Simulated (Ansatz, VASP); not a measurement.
One calculation of K, two programs

The input INCAR:

```
SYSTEM = K
ALGO     = Normal         ! electronic algorithm
EDIFF    = 1E-6           ! SCF threshold, eV
ENCUT    = 520            ! plane-wave cutoff, eV
GGA      = RE             ! functional
ISIF     = 2              ! what is computed and relaxed
ISMEAR   = -1             ! smearing method
LASPH    = .True.         ! aspherical terms in the spheres
LCHARG   = .False.        ! write CHGCAR
LREAL    = .False.        ! projectors in reciprocal space
LWAVE    = .False.        ! write WAVECAR
NBANDS   = 10             ! bands
NELM     = 100            ! most SCF steps
PREC     = Accurate       ! precision mode
SIGMA    = 0.1            ! smearing width, eV
```

KPOINTS

```
k-points
0
Gamma
  13 13 13
  0 0 0
```

The input POSCAR:

```
K
1.0
    0.0000000000      3.3752128809      3.3752128809
    3.3752128809      0.0000000000      3.3752128809
    3.3752128809      3.3752128809      0.0000000000
K
1
Direct
    0.0000000000      0.0000000000      0.0000000000
```

Input for Ansatz:

```yaml
crystal:
  lattice:
    - [0.0, 3.3752128809, 3.3752128809]
    - [3.3752128809, 0.0, 3.3752128809]
    - [3.3752128809, 3.3752128809, 0.0]
  atoms:
    - { symbol: K, position: [0.0, 0.0, 0.0] }
hamiltonian:
  xc: revpbe
  pseudopotentials:
    kind: paw
    azcp:
      K: "pseudopotentials/K.paw.azcp"
basis:
  ecutwfc: 420
  fft_grid_basis: typed
kpoints:
  mp_grid: { grid: [13, 13, 13], shift: [0, 0, 0] }
magnetization:
  spin_polarized: false
scf:
  occupations: { method: fermi_dirac, width: 0.1 }
output:
  stress: true
```

Alike in both runs: task single point; functional revPBE; k mesh 13 × 13 × 13; occupations fermi-dirac, width 0.1 eV; no spin polarisation.

```csv
,VASP,Ansatz
version,VASP 6.6.1,Ansatz 0.2.0
potentials or method,"VASP PAW PBE potentials, release 64 (K_sv), cutoff 520 eV","plane waves (420 eV) with PAW, scalar-relativistic"
valence electrons in the cell,9,9
```

```tsv
	VASP	Ansatz	Ansatz less VASP
pressure (GPa)	0.1	0.1	+0.01
```

VASP's potentials were made for PBE, not for revPBE. With one functional, cell and mesh, what is left measures potentials, basis and numerics.
